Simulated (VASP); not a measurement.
# SiC (P6_3mc) in VASP: single point with PBEsol

Aim: the single point of SiC with PBEsol.

Everything below comes from runs of VASP 6.6.1. Logs are shortened: lines on timing, memory, paths and dates and some standing lists are left out, and cuts for length are marked.

### 1 The cell of the first run

It takes space group P6_3mc (No. 186, hexagonal). The conventional cell has a = 3.076 Å, b = 3.076 Å, c = 10.071 Å, α = 90.00°, β = 90.00°, γ = 120.00°. Within 2.5 Å of Si (site symmetry 3m) lie 4 C at 1.88 to 1.89 Å. Si (site symmetry 3m) has 4 C at 1.88 to 1.89 Å within 2.5 Å. Within 2.5 Å of C (site symmetry 3m) lie 4 Si at 1.88 to 1.89 Å. C (site symmetry 3m) has 4 Si at 1.88 to 1.89 Å within 2.5 Å.

### 2 Single point, PBEsol

Input file INCAR:

```
PREC = Accurate ; ENCUT = 520
EDIFF = 1E-6 ; ISMEAR = 0
SIGMA = 0.1 ; LREAL = False
LASPH = True ; NELM = 80
ALGO = Normal ; ISIF = 2
LWAVE = False ; LCHARG = False
GGA = PS ; NBANDS = 26
```

Input file KPOINTS:

```
Automatic mesh
0
Gamma
  6 6 2
```

Input file POSCAR:

```
SiC
1.0
    3.0756941497      0.0000000000      0.0000000000
   -1.5378470748      2.6636292679      0.0000000000
    0.0000000000      0.0000000000     10.0706464800
Si C
4 4
Direct
    0.6666666700      0.3333333300      0.9378419800
    0.3333333300      0.6666666700      0.4378419800
    0.0000000000      0.0000000000      0.6878943800
    0.0000000000      0.0000000000      0.1878943800
    0.6666666700      0.3333333300      0.7498025900
    0.3333333300      0.6666666700      0.2498025900
    0.0000000000      0.0000000000      0.5004600500
    0.0000000000      0.0000000000      0.0004600500
```

Potentials or basis: VASP PAW PBE potentials, release 64 (Si, C).

Command:

```bash
$ cat potpaw_PBE.64/Si/POTCAR potpaw_PBE.64/C/POTCAR > POTCAR
$ mpirun -np 1 vasp_std > vasp.out
```

OUTCAR:

```text
PREC = Accurate
   ENCUT = 520
   EDIFF = 1E-6
   ISMEAR = 0
   LREAL = False
   LASPH = True
   NELM = 80
   ISIF = 2
   GGA = PS

 ion  position               nearest neighbor table
   1  0.667  0.333  0.938-   8 1.88   8 1.88   8 1.88   5 1.89   3 3.08   3 3.08   3 3.08   4 3.08
                             4 3.08   4 3.08
   2  0.333  0.667  0.438-   7 1.88   7 1.88   7 1.88   6 1.89   4 3.08   4 3.08   4 3.08   3 3.08
                             3 3.08   3 3.08
   3  0.000  0.000  0.688-   5 1.88   5 1.88   5 1.88   7 1.89   1 3.08   1 3.08   1 3.08   2 3.08
                             2 3.08   2 3.08
   4  0.000  0.000  0.188-   6 1.88   6 1.88   6 1.88   8 1.89   2 3.08   2 3.08   2 3.08   1 3.08
                             1 3.08   1 3.08
   5  0.667  0.333  0.750-   3 1.88   3 1.88   3 1.88   1 1.89
   6  0.333  0.667  0.250-   4 1.88   4 1.88   4 1.88   2 1.89
   7  0.000  0.000  0.500-   2 1.88   2 1.88   2 1.88   3 1.89
   8  0.000  0.000  0.000-   1 1.88   1 1.88   1 1.88   4 1.89

  LATTYP: Found a hexagonal cell.
 ALAT       =     3.0756941497
 C/A-ratio  =     3.2742678530

  Lattice vectors:

 A1 = (   3.0756941497,   0.0000000000,   0.0000000000)
 A2 = (  -1.5378470748,   2.6636292679,   0.0000000000)
 A3 = (   0.0000000000,   0.0000000000,  10.0706464800)

Analysis of symmetry for initial positions (statically):
=====================================================================
 Subroutine PRICEL returns:
 Original cell was already a primitive cell.

 Routine SETGRP: Setting up the symmetry group for a
 hexagonal supercell.

 Subroutine GETGRP returns: Found 12 space group operations
 (whereof  6 operations were pure point group operations)
 out of a pool of 24 trial point group operations.

The static configuration has the point symmetry C_3v.
 The point group associated with its full space group is C_6v.

Analysis of symmetry for dynamics (positions and initial velocities):
=====================================================================
 Subroutine PRICEL returns:
 Original cell was already a primitive cell.

 Routine SETGRP: Setting up the symmetry group for a
 hexagonal supercell.

 Subroutine GETGRP returns: Found 12 space group operations
 (whereof  6 operations were pure point group operations)
 out of a pool of 24 trial point group operations.

The dynamic configuration has the point symmetry C_3v.
 The point group associated with its full space group is C_6v.

 Subroutine INISYM returns: Found 12 space group operations
 (whereof  6 operations are pure point group operations),
 and found     1 'primitive' translations

----------------------------------------------------------------------------------------

                                     Primitive cell

  volume of cell :      82.5039

  direct lattice vectors                    reciprocal lattice vectors
     3.075694150  0.000000000  0.000000000     0.325129857  0.187713811  0.000000000
    -1.537847075  2.663629268  0.000000000     0.000000000  0.375427621  0.000000000
     0.000000000  0.000000000 10.070646480     0.000000000  0.000000000  0.099298491

  length of vectors
     3.075694150  3.075694150 10.070646480     0.375427621  0.375427621  0.099298491

  position of ions in fractional coordinates (direct lattice)
     0.666666670  0.333333330  0.937841980
     0.333333330  0.666666670  0.437841980
     0.000000000  0.000000000  0.687894380
     0.000000000  0.000000000  0.187894380
     0.666666670  0.333333330  0.749802590
     0.333333330  0.666666670  0.249802590
     0.000000000  0.000000000  0.500460050
     0.000000000  0.000000000  0.000460050

  ion indices of the primitive-cell ions
   primitive index   ion index
                 1           1
                 2           2
                 3           3
                 4           4
                 5           5
                 6           6
                 7           7
                 8           8

----------------------------------------------------------------------------------------

 KPOINTS: Automatic mesh

Automatic generation of k-mesh.
 Grid dimensions read from file:
 generate k-points for:    6    6    2

 Generating k-lattice:

  Cartesian coordinates                     Fractional coordinates (reciprocal lattice)
     0.054188310  0.031285635  0.000000000     0.166666667  0.000000000  0.000000000
     0.000000000  0.062571270  0.000000000     0.000000000  0.166666667  0.000000000
     0.000000000  0.000000000  0.049649246     0.000000000  0.000000000  0.500000000

  Length of vectors
     0.062571270  0.062571270  0.049649246

  Shift w.r.t. Gamma in fractional coordinates (k-lattice)
     0.000000000  0.000000000  0.000000000

 Subroutine IBZKPT returns following result:
 ===========================================

 Found     14 irreducible k-points:

 Following reciprocal coordinates:
            Coordinates               Weight
  0.000000  0.000000  0.000000      1.000000
  0.166667 -0.000000  0.000000      6.000000
  0.333333  0.000000  0.000000      6.000000
  0.500000  0.000000  0.000000      3.000000
  0.166667  0.166667  0.000000      6.000000
  0.333333  0.166667  0.000000     12.000000
  0.333333  0.333333  0.000000      2.000000
  0.000000  0.000000  0.500000      1.000000
  0.166667 -0.000000  0.500000      6.000000
  0.333333  0.000000  0.500000      6.000000
  0.500000  0.000000  0.500000      3.000000
  0.166667  0.166667  0.500000      6.000000
  0.333333  0.166667  0.500000     12.000000
  0.333333  0.333333  0.500000      2.000000
   k-points           NKPTS =     14   k-points in BZ     NKDIM =     14   number of bands    NBANDS=     26
   number of dos      NEDOS =    301   number of ions     NIONS =      8
   total plane-waves  NPLWV =  46080
   dimension x,y,z NGX =    24 NGY =   24 NGZ =   80
   dimension x,y,z NGXF=    48 NGYF=   48 NGZF=  160
   ions per type =               4   4
   NGX,Y,Z   is equivalent  to a cutoff of  12.97, 12.97, 13.21 a.u.
   NGXF,Y,Z  is equivalent  to a cutoff of  25.94, 25.94, 26.41 a.u.
 SYSTEM =  unknown system
   PREC   = accura    normal or accurate (medium, high low for compatibility)
   ISTART =      0    job   : 0-new  1-cont  2-samecut
   ICHARG =      2    charge: 1-file 2-atom 10-const
   ISPIN  =      1    spin polarized calculation?
   LNONCOLLINEAR =      F non collinear calculations
   LSORBIT =      F    spin-orbit coupling
   LASPH  =      T    aspherical Exc in radial PAW
   ENCUT  =  520.0 eV  38.22 Ry    6.18 a.u.   5.72  5.72 18.72*2*pi/ulx,y,z
   NELM   =     80;   NELMIN=  2; NELMDL= -5     # of ELM steps
   EDIFF  = 0.1E-05   stopping-criterion for ELM
   LREAL  =      F    real-space projection
   EDIFFG = 0.1E-04   stopping-criterion for IOM
   NSW    =      0    number of steps for IOM
   IBRION =     -1    ionic relax: 0-MD 1-quasi-New 2-CG
   NFREE  =      0    steps in history (QN), initial steepest desc. (CG)
   ISIF   =      2    stress and relaxation
   ISYM   =      2    0-nonsym 1-usesym 2-fastsym
   POTIM  = 0.5000    time-step for ionic-motion
   TEBEG  =    0.0;   TEEND  =   0.0 temperature during run
   PSTRESS=    0.0 pullay stress
   NELECT =      32.0000    total number of electrons
   NUPDOWN=      -1.0000    fix difference up-down
   EMIN   =  10.00;   EMAX   =-10.00  energy-range for DOS
   EFERMI =   0.00;   METHOD = LEGACY
   ISMEAR =     0;   SIGMA  =   0.10  broadening in eV -4-tet -1-fermi 0-gaus
   EFERMI_NEDOS =   21; number of points for ismear=-14 and -15
   IALGO  =     38    algorithm
   IMIX   =      4    mixing-type and parameters
     AMIX     =   0.40;   BMIX     =  1.00
     AMIX_MAG =   1.60;   BMIX_MAG =  1.00
  volume/ion in A,a.u.               =      10.31        69.60
  Fermi-wavevector in a.u.,A,eV,Ry     =   1.193897  2.256138 19.393597  1.425389
  Thomas-Fermi vector in A             =   2.329900
   LORBIT       =      0    0 simple, 1 ext, 2 COOP (PROOUT), +10 PAW based schemes
   GGA     = PS    functional components
   LHFCALC =     F    Hartree Fock is set to
   AEXX    =    0.0000 exact exchange contribution
   IVDW    =     0    specifies the selected vdW correction
   LEPSILON=     F    determine dielectric tensor
   LRPA    =     F    only Hartree local field effects (RPA)
 non-spin polarized calculation
 Gauss-broadening in eV      SIGMA  =   0.10
  energy-cutoff  :      520.00
  volume of cell :       82.50
 maximum number of plane-waves:      2248
 NGX is ok and might be reduce to    24
   NGX = 11   NGY = 11   NGZ = 37

 number of electron      32.0000000 magnetization

 Free energy of the ion-electron system (eV)
  ---------------------------------------------------
  ext. energy  EPLUGINS =         0.00000000
  ---------------------------------------------------
  free energy    TOTEN  =       -63.64704075 eV

  energy without entropy =      -63.64704075  energy(sigma->0) =      -63.64704075

 E-fermi :   8.5906     XC(G=0): -11.5149

 val. band max:        8.1643183202   @ k =   0.0000   0.0000   0.0000
 cond. band min:      10.2694016413   @ k =   0.5000   0.0000   0.0000
 fundamental gap:      2.1050833211
 Fermi energy:         8.5905684579

 k-point     1 :       0.0000    0.0000    0.0000
  band No.  band energies     occupation
      1      -7.3647      2.00000
      2      -6.1789      2.00000
      3      -6.1426      2.00000
      4      -3.7496      2.00000
      5      -0.5309      2.00000
      6       3.7512      2.00000
[... 18 lines left out ...]
     25      15.5062      0.00000
     26      16.1576      0.00000

 k-point     2 :       0.1667   -0.0000    0.0000
  band No.  band energies     occupation
      1      -6.8819      2.00000
      2      -5.7129      2.00000
      3      -5.6742      2.00000
      4      -3.3475      2.00000
      5      -0.0913      2.00000
      6       3.7771      2.00000
[... 18 lines left out ...]
     25      16.1443      0.00000
[... 318 lines left out ...]
     25      16.8590      0.00000
     26      16.8590      0.00000

 k-point    14 :       0.3333    0.3333    0.5000
  band No.  band energies     occupation
      1      -2.7068      2.00000
      2      -2.7068      2.00000
      3      -2.6286      2.00000
      4      -2.6286      2.00000
      5       0.7466      2.00000
      6       0.7466      2.00000
[... 18 lines left out ...]
     25      18.4051      0.00000
     26      18.4096      0.00000

------------------------ aborting loop because EDIFF is reached ----------------------------------------

  FORCE on cell =-STRESS in cart. coord.  units (eV):
  Direction    XX          YY          ZZ          XY          YZ          ZX
  --------------------------------------------------------------------------------------
  -------------------------------------------------------------------------------------
  Total        0.4709310      0.4709310      0.3357119      0.0000000      0.0000000     -0.0000000
  in kB        9.1452082      9.1452082      6.5193320      0.0000000      0.0000000     -0.0000000
  external PRESSURE =       8.2699161 kB  Pullay stress =       0.0000000 kB

 VOLUME and BASIS-vectors are now :
 -----------------------------------------------------------------------------
  energy-cutoff  :      520.00
  volume of cell :       82.50
      direct lattice vectors                 reciprocal lattice vectors
     3.075694150  0.000000000  0.000000000     0.325129857  0.187713811  0.000000000
    -1.537847075  2.663629268  0.000000000     0.000000000  0.375427621  0.000000000
     0.000000000  0.000000000 10.070646480     0.000000000  0.000000000  0.099298491

 POSITION                                       TOTAL-FORCE (eV/Angst)
 -----------------------------------------------------------------------------------
      1.53785      0.88788      9.44468        -0.000000     -0.000000      0.002461
     -0.00000      1.77575      4.40935         0.000000     -0.000000      0.002461
      0.00000      0.00000      6.92754        -0.000000     -0.000000      0.006302
      0.00000      0.00000      1.89222         0.000000     -0.000000      0.006302
      1.53785      0.88788      7.55100        -0.000000      0.000000     -0.003477
     -0.00000      1.77575      2.51567         0.000000     -0.000000     -0.003477
      0.00000      0.00000      5.03996        -0.000000     -0.000000     -0.005286
      0.00000      0.00000      0.00463         0.000000     -0.000000     -0.005286
 -----------------------------------------------------------------------------------
    total drift:                               -0.000000     -0.000000      0.000075

  FREE ENERGIE OF THE ION-ELECTRON SYSTEM (eV)
  ---------------------------------------------------
  free  energy   TOTEN  =       -63.6470407508 eV

  energy  without entropy=      -63.6470407508  energy(sigma->0) =      -63.64704075
```

Wall time 19 s (1 thread of Intel Xeon Platinum 8375C at 2.90GHz (Ice Lake), shared host); peak memory 0.2 GiB.

Results:

```
Free energy            : -63.6470 eV
Pressure               : 0.8 GPa
Largest force          : 0.006 eV/Å
Band gap on the k mesh : 2.11 eV, indirect (least direct gap 3.23 eV)
```

Forces on the atoms (eV/Å):
```
Si   0.000  0.000  0.002
Si   0.000  0.000  0.002
Si   0.000  0.000  0.006
Si   0.000  0.000  0.006
C    0.000  0.000 -0.003
C    0.000  0.000 -0.003
C    0.000  0.000 -0.005
C    0.000  0.000 -0.005
```

Levels at points of the mesh, in eV from the valence-band top:
| k point | band 14 | band 15 | band 16 | band 17 | band 18 | band 19 |
| --- | --- | --- | --- | --- | --- | --- |
| (0.00, 0.00, 0.00) | -0.05 | 0.00 | 0.00 | 5.05 | 5.63 | 6.27 |
| (0.50, 0.00, 0.00) | -2.24 | -1.59 | -1.13 | 2.11 | 2.23 | 4.11 |
| (0.00, 0.00, 0.50) | -0.21 | -0.21 | -0.21 | 5.26 | 5.26 | 6.72 |
| (0.50, 0.00, 0.50) | -2.54 | -1.56 | -1.56 | 2.52 | 2.52 | 4.10 |

Caveat: the PAW data sets were made with another functional, which shifts forces and pressure a little. A k mesh can miss the band edges.
